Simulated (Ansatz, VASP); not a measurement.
One calculation of MgO, two programs

File INCAR:

```
PREC = Accurate
ENCUT = 520
EDIFF = 1E-6
ISMEAR = 0
SIGMA = 0.05
LREAL = False
LASPH = True
NELM = 60
ALGO = Normal
ISIF = 2
LWAVE = False
LCHARG = False
GGA = PE
NBANDS = 16
```

The input KPOINTS:

```
regular mesh
0
Gamma
  8 8 6
```

POSCAR

```
MgO
1.0
    0.0000000000     -2.1269229054     -2.1269229054
    0.0000000000      2.1269229054     -2.1269229054
    4.2538458108      0.0000000000      0.0000000000
Mg O
2 2
Direct
    0.4911844478      0.5088155522      0.5000000000
    0.0088155522     -0.0088155522      0.0000000000
    0.5043184594      0.4956815406      0.0000000000
   -0.0043184594      0.0043184594      0.5000000000
```

Input for Ansatz:

```yaml
crystal:
  lattice:
    - [0.0, -2.1269229054, -2.1269229054]
    - [0.0, 2.1269229054, -2.1269229054]
    - [4.2538458108, 0.0, 0.0]
  atoms:
    - { symbol: Mg, position: [0.4911844478, 0.5088155522, 0.5] }
    - { symbol: Mg, position: [0.0088155522, -0.0088155522, 0.0] }
    - { symbol: O, position: [0.5043184594, 0.4956815406, 0.0] }
    - { symbol: O, position: [-0.0043184594, 0.0043184594, 0.5] }
basis:
  ecutwfc: 420
kpoints:
  mp_grid: { grid: [8, 8, 6] }
hamiltonian:
  xc: pbe
scf:
  occupations: { method: gaussian, width: 0.05 }
output:
  forces: true
  stress: true
  eigenvalues: true
  write_density: true
  write_potential: true
  elf: true
  volumetric_format: npy
```

Change from the starting cell: mode 4 (279.6 1/cm) frozen in, largest displacement +0.037 Å.

Alike in both runs: task single point; functional PBE; k mesh 8 × 8 × 6; occupations gaussian, width 0.05 eV; no spin polarisation.

|  | VASP | Ansatz |
| --- | --- | --- |
| version | VASP 6.6.1 | Ansatz 0.2.0 |
| potentials or method | VASP PAW PBE potentials, release 64 (Mg, O), cutoff 520 eV | scalar-relativistic, plane waves, PAW |
| valence electrons in the cell | 16 | 32 |

Ansatz gave:

```
gap on the k mesh at the Fermi level (eV)                     : 4.46
least direct gap on the mesh (eV)                             : 4.46
pressure (GPa)                                                : 0.0
traceless stress, the component that is largest in VASP (GPa) : -0.11
rms of the force components (eV/Å)                            : 0.113
```

Which values does VASP return?

gap on the k mesh at the Fermi level (eV): 4.44; least direct gap on the mesh (eV): 4.44; pressure (GPa): -0.7; traceless stress, the component that is largest in VASP (GPa): -0.11; rms of the force components (eV/Å): 0.113.

Atom by atom the forces differ by 0.001 eV/Å (rms over components). The functional is the same, so the differences come from potentials, cutoffs and numerics. VASP's potentials hold 16 valence electrons a cell and Ansatz's 32, so a difference there can come from the potentials and not from the codes.
